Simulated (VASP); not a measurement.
# Li (P1) in VASP: further runs, part 2 of 2

VASP 6.6.1.

### Step 4. Single point, PBE

The input, INCAR:

```
PREC = Accurate
ENCUT = 520
EDIFF = 1E-6
ISMEAR = -1
SIGMA = 0.16
LREAL = Auto
LASPH = True
NELM = 60
ALGO = Normal
ISIF = 2
LWAVE = False
LCHARG = True
GGA = PE
LELF = True
LVHAR = True
NBANDS = 38
```

The input, KPOINTS:

```
regular mesh
0
Gamma
  2 2 2
```

The input, POSCAR:

```
Li
1.0
    7.3128730000      0.0000000000      0.0000000000
    0.0000000000      7.3128730000      0.0000000000
    0.0000000000      0.0000000000      7.3128730000
Li
16
Direct
    0.1261474116      0.0668136859      0.0544108998
    0.5955798767      0.2234689431     -0.0761533805
    0.1862742591      0.6973593005      0.0439498949
    0.0321487875      0.0687828163      0.5245270908
    0.3025213210      0.2105465253      0.2764303441
    0.5836146751      0.7220144531     -0.2310036015
    0.5919971535      0.0763311492      0.4156779422
    0.9117620394      0.3165377000      0.2039554085
    0.0280737817      0.6338138239      0.3202024704
    0.4489070164      0.7534111422      0.2223886563
    0.2552895422      0.2278994863      0.7570485635
    0.5192077040      0.4432867903      0.4879067365
    0.8440595099      0.8351573998      0.1633831191
    0.8071246417      0.2259577050      0.7180214944
    0.2973797029      0.8926997638      0.5399792940
    0.9434869168      0.6525342365      0.6939543460
```

Potentials or basis: VASP PAW PBE potentials, release 64 (Li_sv).

Command:

```console
> cat potpaw_PBE.64/Li_sv/POTCAR > POTCAR
> mpirun -np 1 vasp_std > vasp.out
```

OUTCAR:

```text
PREC = Accurate
   ENCUT = 520
   EDIFF = 1E-6
   ISMEAR = -1
   LREAL = Auto
   LASPH = True
   NELM = 60
   ISIF = 2
   GGA = PE

 ion  position               nearest neighbor table
   1  0.126  0.067  0.054-   5 2.32
   2  0.596  0.223  0.924-  14 2.16
   3  0.186  0.697  0.044-  10 2.36   9 2.37
   4  0.032  0.069  0.525-  15 2.33  14 2.46
   5  0.303  0.211  0.276-   1 2.32   7 2.55
   6  0.584  0.722  0.769-
   7  0.592  0.076  0.416-   5 2.55
   8  0.912  0.317  0.204-
   9  0.028  0.634  0.320-  13 2.30   3 2.37
  10  0.449  0.753  0.222-   3 2.36
  11  0.255  0.228  0.757-
  12  0.519  0.443  0.488-
  13  0.844  0.835  0.163-   9 2.30
  14  0.807  0.226  0.718-   2 2.16   4 2.46
  15  0.297  0.893  0.540-   4 2.33
  16  0.943  0.653  0.694-

  LATTYP: Found a simple cubic cell.
 ALAT       =     7.3128730000

  Lattice vectors:

 A1 = (   7.3128730000,   0.0000000000,   0.0000000000)
[... 188 lines left out ...]

 val. band max:       -0.0175962871   @ k =   0.5000   0.0000   0.5000
 cond. band min:       0.0237226557   @ k =   0.0000   0.5000   0.0000
 fundamental gap:      0.0413189428
 Fermi energy:        -0.0161770148

 k-point     1 :       0.0000    0.0000    0.0000
  band No.  band energies     occupation
      1     -47.4723      2.00000
      2     -47.3911      2.00000
      3     -47.3671      2.00000
      4     -47.2422      2.00000
      5     -47.1247      2.00000
      6     -47.0505      2.00000
[... 301 lines left out ...]
     35       2.8836      0.00000
     36       2.9345      0.00000
 [bands above 36 left out]

------------------------ aborting loop because EDIFF is reached ----------------------------------------

  FORCE on cell =-STRESS in cart. coord.  units (eV):
  Direction    XX          YY          ZZ          XY          YZ          ZX
  --------------------------------------------------------------------------------------
  -------------------------------------------------------------------------------------
  Total        4.0078125     -3.4647064     -0.6599211     -0.4844077      1.6115314     -0.1704435
  in kB       16.4192716    -14.1942655     -2.7035756     -1.9845295      6.6021480     -0.6982758
  external PRESSURE =      -0.1595232 kB  Pullay stress =       0.0000000 kB

 VOLUME and BASIS-vectors are now :
 -----------------------------------------------------------------------------
  energy-cutoff  :      520.00
  volume of cell :      391.08
      direct lattice vectors                 reciprocal lattice vectors
     7.312873000  0.000000000  0.000000000     0.136745162  0.000000000  0.000000000
     0.000000000  7.312873000  0.000000000     0.000000000  0.136745162  0.000000000
     0.000000000  0.000000000  7.312873000     0.000000000  0.000000000  0.136745162

 POSITION                                       TOTAL-FORCE (eV/Angst)
 -----------------------------------------------------------------------------------
      0.92250      0.48860      0.39790        -0.275851     -0.619334     -0.477405
      4.35540      1.63420      6.75597        -0.784079     -0.116002      1.055189
      1.36220      5.09970      0.32140        -0.016297     -0.382437     -1.128064
      0.23510      0.50300      3.83580        -0.552577     -0.190234     -0.705164
      2.21230      1.53970      2.02150         0.039034      0.501597      0.164548
      4.26790      5.28000      5.62357        -0.165159      0.214831      0.211585
[... 8 lines left out ...]
      2.17470      6.52820      3.94880         0.252729     -0.513044      0.189398
      6.89960      4.77190      5.07480         0.199427     -0.050489      0.155255
 -----------------------------------------------------------------------------------
    total drift:                                0.002757      0.006713     -0.004789

  FREE ENERGIE OF THE ION-ELECTRON SYSTEM (eV)
  ---------------------------------------------------
  free  energy   TOTEN  =       -25.9833359532 eV

  energy  without entropy=      -25.2790864764  energy(sigma->0) =      -25.63121121
```

OSZICAR:

```text
N       E                     dE             d eps       ncg     rms          rms(c)
DAV:   1     0.275176717546E+03    0.27518E+03   -0.21642E+04   640   0.123E+03
DAV:   2     0.488343906748E+02   -0.22634E+03   -0.21156E+03   616   0.333E+02
DAV:   3    -0.812388428003E+01   -0.56958E+02   -0.54990E+02  1142   0.830E+01
DAV:   4    -0.229592273922E+02   -0.14835E+02   -0.14426E+02  1032   0.678E+01
DAV:   5    -0.268987988468E+02   -0.39396E+01   -0.39361E+01  1096   0.221E+01    0.289E+00
DAV:   6    -0.260749704284E+02    0.82383E+00   -0.20012E+00   858   0.729E+00    0.120E+00
DAV:   7    -0.259808934784E+02    0.94077E-01   -0.59260E-01   992   0.260E+00    0.394E-01
DAV:   8    -0.259840472030E+02   -0.31537E-02   -0.10313E-01   944   0.116E+00    0.224E-01
DAV:   9    -0.259833176131E+02    0.72959E-03   -0.11153E-02  1000   0.364E-01    0.125E-01
DAV:  10    -0.259833262166E+02   -0.86035E-05   -0.15987E-03   960   0.150E-01    0.382E-02
DAV:  11    -0.259833395092E+02   -0.13293E-04   -0.19971E-04  1024   0.635E-02    0.148E-02
DAV:  12    -0.259833371545E+02    0.23547E-05   -0.28227E-05   928   0.277E-02    0.604E-03
DAV:  13    -0.259833358453E+02    0.13093E-05   -0.37836E-06   800   0.110E-02    0.174E-03
DAV:  14    -0.259833359532E+02   -0.10792E-06   -0.18644E-06   576   0.598E-03
   1 F= -.25983336E+02 E0= -.25631211E+02  d E =-.704249E+00
```

It took 1.9 min on 1 thread of Intel Xeon Platinum 8488C (Sapphire Rapids), shared host; peak memory 0.37 GiB.

What came out:

| Item | Value |
| --- | --- |
| Free energy | -25.9833 eV |
| Largest force | 1.320 eV/Å |
| Band gap on the k mesh | zero (bands 24 and 25 overlap by 0.52 eV) |

Forces on the atoms (eV/Å):
```
Li  -0.276 -0.619 -0.477
Li  -0.784 -0.116  1.055
Li  -0.016 -0.382 -1.128
Li  -0.553 -0.190 -0.705
Li   0.039  0.502  0.165
Li  -0.165  0.215  0.212
Li   0.606 -0.265  0.123
Li  -0.454  0.051 -0.030
Li   0.410 -0.392  1.099
Li   0.506  0.086  0.207
Li   0.170  0.507 -0.163
Li   0.095  0.227  0.072
Li  -0.672  0.679 -0.331
Li   0.641  0.262 -0.441
Li   0.253 -0.513  0.189
Li   0.199 -0.050  0.155
```

Caveat: the k points lie up to 0.43 Å⁻¹ apart, too coarse for converged energies and pressures of a metal; the cutoff is under 1.25 times the usual one of these potentials, so pressure, stress and relaxed cells hold a basis-set (Pulay) error; forces of over 1 eV/Å act on the atoms, so gaps and moduli don't describe the material at rest.

### Step 5. Single point, PBE

The input, INCAR:

```
PREC = Accurate
ENCUT = 520
EDIFF = 1E-7
ISMEAR = -1
SIGMA = 0.16
LREAL = Auto
LASPH = T
NELM = 60
ALGO = Normal
ISIF = 2
LWAVE = F
LCHARG = T
GGA = PE
LELF = T
LVHAR = T
NBANDS = 38
```

The input, KPOINTS:

```
Automatic mesh
0
Gamma
  2 2 2
```

The input, POSCAR:

```
Li
1.0
    7.3128730000      0.0000000000      0.0000000000
    0.0000000000      7.3128730000      0.0000000000
    0.0000000000      0.0000000000      7.3128730000
Li
16
Direct
    0.1506384700      0.0384664140     -0.0914688386
    0.7170779528      0.4327574129      0.0433071927
    0.1236449751      0.4993386320     -0.1150437044
    0.1039946954     -0.1137172764      0.5735775802
    0.3211186629      0.0527699579      0.2880536829
    0.5391588231      0.9019027132     -0.2350102347
    0.6794046608      0.0097772791      0.3875904860
    0.9665421511      0.1770849842      0.2556861031
    0.1563133942      0.4512863822      0.3370904978
    0.4757774407      0.7846710862      0.1519648981
    0.4065433654      0.2989112487      0.6550503475
    0.6568006856      0.4282995206      0.4148027731
    0.9113518039      0.7868726833      0.0481616459
    0.9650516288      0.2375263457      0.6279748055
    0.4164026915      0.6869529937      0.4804404507
    0.8232468963      0.7120457309      0.4451191755
```

Command:

```console
> cat potpaw_PBE.64/Li_sv/POTCAR > POTCAR
> mpirun -np 1 vasp_std > vasp.out
```

It took 1.9 min on 1 thread of Intel Xeon Platinum 8488C (Sapphire Rapids), shared host; peak memory 0.38 GiB.

The run converged. Its results:

* Free energy: -27.5111 eV
* Largest force: 0.763 eV/Å
* Band gap on the k mesh: zero (bands 24 and 25 overlap by 0.53 eV)

Forces on the atoms (eV/Å):
```
Li   0.303  0.208  0.215
Li  -0.118 -0.185 -0.220
Li   0.214  0.109 -0.033
Li   0.198 -0.017 -0.105
Li  -0.172  0.528  0.276
Li   0.223  0.073  0.029
Li  -0.168  0.373  0.131
Li  -0.212 -0.250 -0.396
Li   0.103  0.401 -0.073
Li   0.095 -0.563 -0.506
Li  -0.170 -0.254  0.032
Li   0.018 -0.539 -0.165
Li  -0.135  0.105  0.289
Li  -0.309  0.138  0.081
Li  -0.200  0.061  0.397
Li   0.329 -0.188  0.046
```

Levels at points of the mesh, in eV from the Fermi level:
```
           k point  band 22  band 23  band 24  band 25  band 26  band 27
(0.00, 0.00, 0.00)    -0.80    -0.67     0.28     0.36     0.63     0.81
(0.50, 0.00, 0.00)    -0.50    -0.43    -0.37    -0.25    -0.24     1.05
(0.00, 0.50, 0.00)    -0.54    -0.42    -0.39    -0.09    -0.04     1.14
(0.00, 0.00, 0.50)    -0.42    -0.40    -0.26    -0.02     0.07     0.66
(0.50, 0.50, 0.00)    -0.11    -0.05    -0.01     0.23     0.42     0.53
(0.00, 0.50, 0.50)    -0.24    -0.12    -0.07     0.21     0.50     0.54
(0.50, 0.00, 0.50)    -0.24    -0.16    -0.07     0.09     0.33     0.51
(0.50, 0.50, 0.50)    -1.33    -1.24    -0.98     1.28     1.60     1.71
```

Caveat: the k points lie up to 0.43 Å⁻¹ apart, too coarse for converged energies and pressures of a metal; the cutoff is under 1.25 times the usual one of these potentials, so pressure, stress and relaxed cells hold a basis-set (Pulay) error; the atoms stand as in a frame of molecular dynamics.

### Step 6. Summary

```tsv
cell	gap on the mesh (eV)	largest force (eV/Å)
as given, atomic positions A	none	0.80
as given, atomic positions B	none	2.02
as given, atomic positions C	none	1.32
as given, atomic positions D	none	0.76
```

Alike in all rows: task single point; level PBE; potentials or basis VASP PAW PBE potentials, release 64 (Li_sv); no spin polarisation; k mesh 2 × 2 × 2; cutoff (eV) 520; smearing fermi-dirac 0.16 eV.

Caveats: all runs use coarse meshes; the cutoff is under 1.25 times the usual one of these potentials, so pressure, stress and relaxed cells hold a basis-set (Pulay) error; forces of over 1 eV/Å act on the atoms, so gaps and moduli don't describe the material at rest (at least some runs); the atoms stand as in a frame of molecular dynamics (at least some runs).

Total energies depend on the potentials used, so only differences within one code and one set of settings carry meaning.
